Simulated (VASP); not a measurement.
Si5P13, 18 atoms in the cell. The cell holds a disordered packing, 18 atoms: a = 7.050 Å, b = 7.051 Å, c = 7.040 Å, α = 90.50°, β = 87.18°, γ = 89.28°. 

```yaml
Program: VASP 6.6.1
Task: single point
Functional: PBE
Potentials_or_basis: VASP PAW PBE potentials, release 64 (Si, P)
Cutoff: 400 eV
k_mesh: 1 × 1 × 1, shifted
Occupations: fermi-dirac, width 0.05 eV
Spin: no spin polarisation
Dipole_correction: no
Mended: yes
Further_INCAR_settings: LREAL = Auto; ALGO = Normal; EDIFF = 1e-06; NBANDS = 58; ISYM = -1
```

Potentials or basis: VASP PAW PBE potentials, release 64 (Si, P).

Launch:

```console
$ cat potpaw_PBE.64/Si/POTCAR potpaw_PBE.64/P/POTCAR > POTCAR
$ mpirun -np 1 vasp_std > vasp.out
```

Hardware: 1 thread of Intel(R) Xeon(R) 6975P-C (Granite Rapids) (shared host).

Q: Estimate the wall time of this run.

A: It took 28 s on 1 thread of Intel(R) Xeon(R) 6975P-C (Granite Rapids), with other jobs on the host, peak memory 0.29 GiB. Counts: scf iterations 15, k points 1.
